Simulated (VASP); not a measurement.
Set up this calculation in VASP 6.6.1, as the native input.

```yaml
Task: single point
Functional: HSE06
Potentials_or_basis: VASP PAW PBE potentials, release 64 (Ga_d, As)
Cutoff: 520 eV
k_mesh: 6 × 6 × 6
Occupations: fermi-dirac, width 0.02 eV
Spin: no spin polarisation
Dipole_correction: no
Grid_for_exact_exchange_PRECFOCK: Normal
Further_INCAR_settings: ALGO = Normal; EDIFF = 1e-06; NBANDS = 16
Share_of_exact_exchange: 0.25
Screening_parameter: 0.2079 1/Å
```

The system is GaAs.

```
Ga As
1.0
     0.00000    2.91808    2.75937
     2.91808    0.00000    2.75937
     2.91808    2.91808    0.00000
Ga As
1 1
Direct
  0.00000 0.00000 0.00000
  0.25000 0.25000 0.25000
```

This cell differs from its parent crystal: epitaxial xy strain +3.0%.

The input as run:

POSCAR

```
GaAs
1.0
    0.0000000000      2.9180776483      2.7593695201
    2.9180776483      0.0000000000      2.7593695201
    2.9180776483      2.9180776483      0.0000000000
Ga As
1 1
Direct
    0.0000000000      0.0000000000      0.0000000000
    0.2500000000      0.2500000000      0.2500000000
```

INCAR.step1

```
SYSTEM = GaAs
PREC = Accurate
ENCUT = 520
EDIFF = 1E-5
ISMEAR = -1
SIGMA = 0.02
LREAL = .FALSE.
LASPH = .TRUE.
NELM = 80
ALGO = Normal
ISIF = 2
LWAVE = .TRUE.
LCHARG = .FALSE.
NBANDS = 16
GGA = PE
KPAR = 4
```

INCAR.step2

```
SYSTEM = GaAs
PREC = Accurate
ENCUT = 520
EDIFF = 1E-6
ISMEAR = -1
SIGMA = 0.02
LREAL = .FALSE.
LASPH = .TRUE.
NELM = 80
ALGO = Normal
ISIF = 2
LWAVE = .FALSE.
LCHARG = .FALSE.
GGA = PE
LHFCALC = .TRUE.
HFSCREEN = 0.2079
PRECFOCK = Normal
NBANDS = 16
ISTART = 1
KPAR = 4
```

KPOINTS

```
regular mesh
0
G
  6 6 6
  0 0 0
```

Potentials or basis: VASP PAW PBE potentials, release 64 (Ga_d, As).

Command:

```sh
$ cat potpaw_PBE.64/Ga_d/POTCAR potpaw_PBE.64/As/POTCAR > POTCAR
$ cp INCAR.step1 INCAR
$ mpirun -np 4 vasp_std > vasp.out
$ cp INCAR.step2 INCAR
$ mpirun -np 4 vasp_std > vasp.out
```

Results of the run:

```json
{
 "Pressure": "-1.8 GPa",
 "Band gap on the k mesh": "0.86 eV"
}
```

Caveat: the cell differs from its parent crystal (epitaxial xy strain +3.0%); the PAW data sets were made with another functional, which shifts forces and pressure a little.

Wall time 58 min on 4 MPI ranks on Oxide Virtual Turin-like Processor, on a shared host, peak memory 0.27 GiB a rank.
